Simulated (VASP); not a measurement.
A run of VASP 6.6.1:

The input INCAR:

```
SYSTEM = Al3B2W
ALGO     = Normal         ! electronic algorithm
EDIFF    = 1E-6           ! SCF threshold, eV
ENCUT    = 500            ! plane-wave cutoff, eV
GGA      = PE             ! functional
GGA_COMPAT= .False.      
ISIF     = 2              ! what is computed and relaxed
ISMEAR   = 0              ! smearing method
LASPH    = .True.         ! aspherical terms in the spheres
LCHARG   = .False.        ! write CHGCAR
LREAL    = .False.        ! projectors in reciprocal space
LWAVE    = .False.        ! write WAVECAR
NBANDS   = 24             ! bands
NELM     = 120            ! most SCF steps
PREC     = Accurate       ! precision mode
SIGMA    = 0.2            ! smearing width, eV
```

Contents of KPOINTS:

```
k-points
0
Gamma
  4 4 5
  0 0 0
```

Contents of POSCAR:

```
Al3B2W
1.0
    4.9870709464      0.0000000027      0.0000000000
   -2.4935354755      4.3189301287      0.0000000000
    0.0000000000      0.0000000000      3.2799179377
Al B W
3 2 1
Direct
    0.0000000000      0.5000000000      0.0000000000
    0.5000000000      0.5000000000      0.0000000000
    0.5000000000      0.0000000000      0.0000000000
    0.6666666667      0.3333333333      0.5000000000
    0.3333333333      0.6666666667      0.5000000000
    0.0000000000      0.0000000000      0.5000000000
```

Potentials or basis: VASP PAW PBE potentials, release 64 (Al, B, W_sv).

The run is started by

```console
$ cat potpaw_PBE.64/Al/POTCAR potpaw_PBE.64/B/POTCAR potpaw_PBE.64/W_sv/POTCAR > POTCAR
$ mpirun -np 1 vasp_std > vasp.out
```

Hardware: 1 thread of Intel(R) Xeon(R) 6975P-C (Granite Rapids), on a shared host.

Problem. Estimate the wall time of this run.

Solution. It took 7.9 s on 1 thread of Intel(R) Xeon(R) 6975P-C (Granite Rapids), with other jobs on the host, peak memory 0.18 GiB. Counts: scf iterations 13, k points 12.
